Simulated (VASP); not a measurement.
# NaS6 (P6/mmm) in VASP: a series of runs

The runs below take NaS6 through single point, relaxation of cell and atoms, with PBE.

Everything below comes from runs of VASP 6.6.1. Logs are shortened: lines on timing, memory, paths and dates and some standing lists are left out, and cuts for length are marked.

### Step 1. The cell of the first run

The structure is hexagonal, space group P6/mmm (No. 191). Conventional cell: a = 7.025 Å, b = 7.025 Å, c = 4.423 Å, α = 90.00°, β = 90.00°, γ = 120.00°. Na (site symmetry 6/mmm) has 12 S at 3.11 Å within 4.1 Å. S (site symmetry mm2) has 2 S at 2.18 Å within 2.9 Å.

The cell was built from a structure type or drawn by symmetry, and may not be a known phase.

### Step 2. Single point, PBE

Input file INCAR:

```
  PREC = Accurate
  ENCUT = 520
  EDIFF = 1E-7
  ISMEAR = 0
  SIGMA = 0.1
  LREAL = False
  LASPH = True
  NELM = 80
  ALGO = Normal
  ISIF = 2
  LWAVE = False
  LCHARG = False
  GGA = PE
  NBANDS = 30
```

Input file KPOINTS:

```
Automatic mesh
0
Gamma
  6 6 8
```

Input file POSCAR:

```
NaS6
1.0
    7.0254601734      0.0000000000      0.0000000000
   -3.5127300867      6.0842269835      0.0000000000
    0.0000000000      0.0000000000      4.4233799996
Na S
1 6
Direct
    0.0000000000      0.0000000000      0.0000000000
    0.8205340582      0.6410681164      0.5000000000
    0.3589318836      0.1794659418      0.5000000000
    0.8205340582      0.1794659418      0.5000000000
    0.1794659418      0.3589318836      0.5000000000
    0.6410681164      0.8205340582      0.5000000000
    0.1794659418      0.8205340582      0.5000000000
```

Potentials or basis: VASP PAW PBE potentials, release 64 (Na_pv, S).

Started as:

```
cat potpaw_PBE.64/Na_pv/POTCAR potpaw_PBE.64/S/POTCAR > POTCAR
mpirun -np 1 vasp_std > vasp.out
```

OUTCAR:

```text
PREC = Accurate
   ENCUT = 520
   EDIFF = 1E-7
   ISMEAR = 0
   LREAL = False
   LASPH = True
   NELM = 80
   ISIF = 2
   GGA = PE

 ion  position               nearest neighbor table
   1  0.000  0.000  0.000-
   2  0.821  0.641  0.500-   7 2.18   6 2.18
   3  0.359  0.179  0.500-   5 2.18   7 2.18
   4  0.821  0.179  0.500-   5 2.18   6 2.18
   5  0.179  0.359  0.500-   4 2.18   3 2.18
   6  0.641  0.821  0.500-   2 2.18   4 2.18
   7  0.179  0.821  0.500-   2 2.18   3 2.18

  LATTYP: Found a hexagonal cell.
 ALAT       =     7.0254601734
 C/A-ratio  =     0.6296213900

  Lattice vectors:

 A1 = (   7.0254601734,   0.0000000000,   0.0000000000)
 A2 = (  -3.5127300867,   6.0842269835,   0.0000000000)
 A3 = (   0.0000000000,   0.0000000000,   4.4233799996)

Analysis of symmetry for initial positions (statically):
=====================================================================
 Subroutine PRICEL returns:
 Original cell was already a primitive cell.

 Routine SETGRP: Setting up the symmetry group for a
 hexagonal supercell.

 Subroutine GETGRP returns: Found 24 space group operations
 (whereof 24 operations were pure point group operations)
 out of a pool of 24 trial point group operations.

The static configuration has the point symmetry D_6h.

Analysis of symmetry for dynamics (positions and initial velocities):
=====================================================================
 Subroutine PRICEL returns:
 Original cell was already a primitive cell.

 Routine SETGRP: Setting up the symmetry group for a
 hexagonal supercell.

 Subroutine GETGRP returns: Found 24 space group operations
 (whereof 24 operations were pure point group operations)
 out of a pool of 24 trial point group operations.

The dynamic configuration has the point symmetry D_6h.

 Subroutine INISYM returns: Found 24 space group operations
 (whereof 24 operations are pure point group operations),
 and found     1 'primitive' translations

----------------------------------------------------------------------------------------

                                     Primitive cell

  volume of cell :     189.0751

  direct lattice vectors                    reciprocal lattice vectors
     7.025460173  0.000000000  0.000000000     0.142339430  0.082179709  0.000000000
    -3.512730087  6.084226983  0.000000000     0.000000000  0.164359417  0.000000000
     0.000000000  0.000000000  4.423380000     0.000000000  0.000000000  0.226071466

  length of vectors
     7.025460173  7.025460173  4.423380000     0.164359417  0.164359417  0.226071466

  position of ions in fractional coordinates (direct lattice)
     0.000000000  0.000000000  0.000000000
     0.820534058  0.641068116  0.500000000
     0.358931884  0.179465942  0.500000000
     0.820534058  0.179465942  0.500000000
     0.179465942  0.358931884  0.500000000
     0.641068116  0.820534058  0.500000000
     0.179465942  0.820534058  0.500000000

  ion indices of the primitive-cell ions
   primitive index   ion index
                 1           1
                 2           2
                 3           3
                 4           4
                 5           5
                 6           6
                 7           7

----------------------------------------------------------------------------------------

 KPOINTS: Automatic mesh

Automatic generation of k-mesh.
 Grid dimensions read from file:
 generate k-points for:    6    6    8

 Generating k-lattice:

  Cartesian coordinates                     Fractional coordinates (reciprocal lattice)
     0.023723238  0.013696618  0.000000000     0.166666667  0.000000000  0.000000000
     0.000000000  0.027393236  0.000000000     0.000000000  0.166666667  0.000000000
     0.000000000  0.000000000  0.028258933     0.000000000  0.000000000  0.125000000

  Length of vectors
     0.027393236  0.027393236  0.028258933

  Shift w.r.t. Gamma in fractional coordinates (k-lattice)
     0.000000000  0.000000000  0.000000000

 Subroutine IBZKPT returns following result:
 ===========================================

 Found     35 irreducible k-points:

 Following reciprocal coordinates:
            Coordinates               Weight
  0.000000  0.000000  0.000000      1.000000
  0.166667  0.000000  0.000000      6.000000
  0.333333  0.000000  0.000000      6.000000
  0.500000  0.000000  0.000000      3.000000
  0.166667  0.166667  0.000000      6.000000
  0.333333  0.166667  0.000000     12.000000
[... 16 lines left out ...]
  0.166667  0.000000  0.375000     12.000000
  0.333333  0.000000  0.375000     12.000000
 [... further k-points ...]
   k-points           NKPTS =     35   k-points in BZ     NKDIM =     35   number of bands    NBANDS=     30
   number of dos      NEDOS =    301   number of ions     NIONS =      7
   total plane-waves  NPLWV = 104976
   dimension x,y,z NGX =    54 NGY =   54 NGZ =   36
   dimension x,y,z NGXF=   108 NGYF=  108 NGZF=   72
   ions per type =               1   6
   NGX,Y,Z   is equivalent  to a cutoff of  12.78, 12.78, 13.53 a.u.
   NGXF,Y,Z  is equivalent  to a cutoff of  25.56, 25.56, 27.06 a.u.
 SYSTEM =  unknown system
   PREC   = accura    normal or accurate (medium, high low for compatibility)
   ISTART =      0    job   : 0-new  1-cont  2-samecut
   ICHARG =      2    charge: 1-file 2-atom 10-const
   ISPIN  =      1    spin polarized calculation?
   LNONCOLLINEAR =      F non collinear calculations
   LSORBIT =      F    spin-orbit coupling
   LASPH  =      T    aspherical Exc in radial PAW
   ENCUT  =  520.0 eV  38.22 Ry    6.18 a.u.  13.06 13.06  8.22*2*pi/ulx,y,z
   NELM   =     80;   NELMIN=  2; NELMDL= -5     # of ELM steps
   EDIFF  = 0.1E-06   stopping-criterion for ELM
   LREAL  =      F    real-space projection
   EDIFFG = 0.1E-05   stopping-criterion for IOM
   NSW    =      0    number of steps for IOM
   IBRION =     -1    ionic relax: 0-MD 1-quasi-New 2-CG
   NFREE  =      0    steps in history (QN), initial steepest desc. (CG)
   ISIF   =      2    stress and relaxation
   ISYM   =      2    0-nonsym 1-usesym 2-fastsym
   POTIM  = 0.5000    time-step for ionic-motion
   TEBEG  =    0.0;   TEEND  =   0.0 temperature during run
   PSTRESS=    0.0 pullay stress
   NELECT =      43.0000    total number of electrons
   NUPDOWN=      -1.0000    fix difference up-down
   EMIN   =  10.00;   EMAX   =-10.00  energy-range for DOS
   EFERMI =   0.00;   METHOD = LEGACY
   ISMEAR =     0;   SIGMA  =   0.10  broadening in eV -4-tet -1-fermi 0-gaus
   EFERMI_NEDOS =   21; number of points for ismear=-14 and -15
   IALGO  =     38    algorithm
   IMIX   =      4    mixing-type and parameters
     AMIX     =   0.40;   BMIX     =  1.00
     AMIX_MAG =   1.60;   BMIX_MAG =  1.00
  volume/ion in A,a.u.               =      27.01       182.28
  Fermi-wavevector in a.u.,A,eV,Ry     =   0.999278  1.888361 13.586177  0.998556
  Thomas-Fermi vector in A             =   2.131557
   LORBIT       =      0    0 simple, 1 ext, 2 COOP (PROOUT), +10 PAW based schemes
   GGA     = PE    functional components
   LHFCALC =     F    Hartree Fock is set to
   AEXX    =    0.0000 exact exchange contribution
   IVDW    =     0    specifies the selected vdW correction
   LEPSILON=     F    determine dielectric tensor
   LRPA    =     F    only Hartree local field effects (RPA)
 non-spin polarized calculation
 Gauss-broadening in eV      SIGMA  =   0.10
  energy-cutoff  :      520.00
  volume of cell :      189.08
 maximum number of plane-waves:      5139
 NGX is ok and might be reduce to    54
   NGX = 27   NGY = 27   NGZ = 17

 number of electron      43.0000021 magnetization

 Free energy of the ion-electron system (eV)
  ---------------------------------------------------
  ext. energy  EPLUGINS =         0.00000000
  ---------------------------------------------------
  free energy    TOTEN  =       -24.70635805 eV

  energy without entropy =      -24.67450813  energy(sigma->0) =      -24.69043309

 E-fermi :   2.2946     XC(G=0):  -7.7936

 val. band max:        2.2796557541   @ k =   0.3333   0.1667   0.5000
 cond. band min:       2.2946819551   @ k =   0.1667   0.0000   0.0000
 fundamental gap:      0.0150262010
 Fermi energy:         2.2946068879

 k-point     1 :       0.0000    0.0000    0.0000
  band No.  band energies     occupation
      1     -22.1687      2.00000
      2     -22.1472      2.00000
      3     -22.1472      2.00000
      4     -14.1360      2.00000
      5     -12.6784      2.00000
      6     -12.6784      2.00000
[... 22 lines left out ...]
     29       7.6883      0.00000
     30       7.6884      0.00000

 k-point     2 :       0.1667    0.0000    0.0000
  band No.  band energies     occupation
      1     -22.1687      2.00000
      2     -22.1472      2.00000
      3     -22.1472      2.00000
      4     -14.0900      2.00000
      5     -12.7613      2.00000
      6     -12.6999      2.00000
[... 22 lines left out ...]
     29       7.3862      0.00000
     30       7.5141      0.00000

 k-point     3 :       0.3333    0.0000    0.0000
  band No.  band energies     occupation
      1     -22.1687      2.00000
      2     -22.1472      2.00000
      3     -22.1472      2.00000
      4     -13.9790      2.00000
      5     -12.9444      2.00000
      6     -12.7406      2.00000
[... 22 lines left out ...]
     29       6.9965      0.00000
     30       7.3894      0.00000

 k-point     4 :       0.5000    0.0000    0.0000
  band No.  band energies     occupation
      1     -22.1687      2.00000
      2     -22.1472      2.00000
      3     -22.1472      2.00000
      4     -13.9077      2.00000
      5     -13.0508      2.00000
      6     -12.7600      2.00000
[... 616 lines left out ...]
     29       7.9669      0.00000
     30       8.0488      0.00000

 k-point    23 :       0.1667    0.0000    0.3750
  band No.  band energies     occupation
      1     -22.1745      2.00000
      2     -22.1461      2.00000
      3     -22.1461      2.00000
      4     -14.0349      2.00000
      5     -12.7308      2.00000
      6     -12.6704      2.00000
[... 22 lines left out ...]
     29       7.6734      0.00000
     30       8.1289      0.00000

 k-point    24 :       0.3333    0.0000    0.3750
  band No.  band energies     occupation
      1     -22.1745      2.00000
      2     -22.1461      2.00000
      3     -22.1461      2.00000
      4     -13.9247      2.00000
      5     -12.9111      2.00000
      6     -12.7106      2.00000
[... 22 lines left out ...]
     29       7.3569      0.00000
     30       8.0422      0.00000

 [... further k-points ...]

------------------------ aborting loop because EDIFF is reached ----------------------------------------

  FORCE on cell =-STRESS in cart. coord.  units (eV):
  Direction    XX          YY          ZZ          XY          YZ          ZX
  --------------------------------------------------------------------------------------
  -------------------------------------------------------------------------------------
  Total       -0.3152516     -0.3152516     -0.0559365     -0.0000000     -0.0000000     -0.0000000
  in kB       -2.6713666     -2.6713666     -0.4739921     -0.0000000     -0.0000000     -0.0000000
  external PRESSURE =      -1.9389084 kB  Pullay stress =       0.0000000 kB

 VOLUME and BASIS-vectors are now :
 -----------------------------------------------------------------------------
  energy-cutoff  :      520.00
  volume of cell :      189.08
      direct lattice vectors                 reciprocal lattice vectors
     7.025460173  0.000000000  0.000000000     0.142339430  0.082179709  0.000000000
    -3.512730087  6.084226983  0.000000000     0.000000000  0.164359417  0.000000000
     0.000000000  0.000000000  4.423380000     0.000000000  0.000000000  0.226071466

 POSITION                                       TOTAL-FORCE (eV/Angst)
 -----------------------------------------------------------------------------------
      0.00000      0.00000      0.00000        -0.000000      0.000000     -0.000000
      3.51273      3.90040      2.21169         0.000000      0.042811      0.000000
      1.89125      1.09191      2.21169        -0.037075     -0.021405      0.000000
      5.13421      1.09191      2.21169         0.037075     -0.021405      0.000000
     -0.00000      2.18382      2.21169        -0.000000     -0.042811      0.000000
      1.62148      4.99232      2.21169         0.037075      0.021405     -0.000000
     -1.62148      4.99232      2.21169        -0.037075      0.021405     -0.000000
 -----------------------------------------------------------------------------------
    total drift:                                0.000000     -0.000000      0.000000

  FREE ENERGIE OF THE ION-ELECTRON SYSTEM (eV)
  ---------------------------------------------------
  free  energy   TOTEN  =       -24.7063580519 eV

  energy  without entropy=      -24.6745081275  energy(sigma->0) =      -24.69043309
```

Wall time 5.5 min (1 thread of Oxide Virtual Turin-like, shared host); peak memory 0.35 GiB.

What came out:

```yaml
Free_energy: -24.7064 eV
Pressure: -0.2 GPa
Largest_force: 0.043 eV/Å
Band_gap_on_the_k_mesh: zero (an odd number of electrons rules out a gap without spin polarisation)
```

Forces on the atoms (eV/Å):
```
Na   0.000  0.000  0.000
S    0.000  0.043  0.000
S   -0.037 -0.021  0.000
S    0.037 -0.021  0.000
S    0.000 -0.043  0.000
S    0.037  0.021  0.000
S   -0.037  0.021  0.000
```

### Step 3. Relaxation of cell and atoms, PBE

This run uses another cell than the first one, of 27.14 Å³/atom.

Input file INCAR:

```
SYSTEM = NaS6
PREC = Accurate ; ENCUT = 600
EDIFF = 1E-6 ; ISMEAR = 0
SIGMA = 0.1 ; LREAL = .FALSE.
LASPH = .TRUE. ; NELM = 100
ALGO = Normal ; ISIF = 3
LWAVE = .FALSE. ; LCHARG = .FALSE.
GGA = PE ; IBRION = 2
NSW = 90 ; EDIFFG = -0.04
```

Input file KPOINTS:

```
regular mesh
0
G
  3 3 4
  0 0 0
```

Input file POSCAR:

```
NaS6
1.0
    6.9451968822      0.0000000000      0.0000000000
   -3.4725984411      6.0147169343      0.0000000000
    0.0000000000      0.0000000000      4.5476154845
Na S
1 6
Direct
    0.0000000000      0.0000000000      0.0000000000
    0.8186858704      0.6373717407      0.5000000000
    0.3626282593      0.1813141296      0.5000000000
    0.8186858704      0.1813141296      0.5000000000
    0.1813141296      0.3626282593      0.5000000000
    0.6373717407      0.8186858704      0.5000000000
    0.1813141296      0.8186858704      0.5000000000
```

Potentials or basis: VASP PAW PBE potentials, release 64 (Na_pv, S).

Started as:

```
cat potpaw_PBE.64/Na_pv/POTCAR potpaw_PBE.64/S/POTCAR > POTCAR
mpirun -np 1 vasp_std > vasp.out
```

It took 2.8 min on 1 thread of Oxide Virtual Turin-like, shared host; peak memory 0.3 GiB.

Results (log left out):

* Free energy: -24.8234 eV
* Relaxed volume: 26.96 Å³/atom
* Relaxed cell: a = 6.929 Å, b = 6.929 Å, c = 4.538 Å, α = 90.00°, β = 90.00°, γ = 120.00°
* Space group after relaxing (to 0.1 Å): P6/mmm (No. 191)
* Energy gained by relaxing: 0.1 meV/atom
* Ionic steps: 2
* Pressure after relaxing: 0.1 GPa
* Largest force after relaxing: 0.027 eV/Å
* Band gap on the k mesh: zero (an odd number of electrons rules out a gap without spin polarisation)

Forces in eV/Å, atoms in the order of the input:
```
Na   0.000  0.000  0.000
S    0.000 -0.027  0.000
S    0.023  0.013  0.000
S   -0.023  0.013  0.000
S    0.000  0.027  0.000
S   -0.023 -0.013  0.000
S    0.023 -0.013  0.000
```

Stress tensor (GPa, compression positive):
```
 0.19  0.00  0.00
 0.00  0.19  0.00
 0.00  0.00 -0.20
```

The path:
| step | energy change (eV) | largest force (eV/Å) | pressure (GPa) | volume (Å³) |
| --- | --- | --- | --- | --- |
| 1 | 0.0000 | 0.0428 | -0.27 | 189.97 |
| 2 | -0.0009 | 0.0267 | 0.06 | 188.72 |

Final structure:
```xyz
7
Lattice="6.9295 0.0000 0.0000 -3.4647 6.0011 0.0000 0.0000 0.0000 4.5383" Properties=species:S:1:pos:R:3 pbc="T T T"
Na    3.4647    6.0011    0.0000
S     3.4647    3.8270    2.2691
S     1.8828    1.0871    2.2691
S     5.0466    1.0871    2.2691
S     0.0000    2.1741    2.2691
S     1.5819    4.9140    2.2691
S    -1.5819    4.9140    2.2691
```

Levels at points of the mesh, in eV from the Fermi level:
```csv
k point,band 19,band 20,band 21,band 22,band 23,band 24,band 25
"(0.00, 0.00, 0.00)",-1.44,-1.44,-0.72,-0.72,-0.36,0.38,1.42
"(0.00, 0.00, 0.50)",-1.93,-1.93,-0.84,-0.65,-0.65,0.45,1.47
```
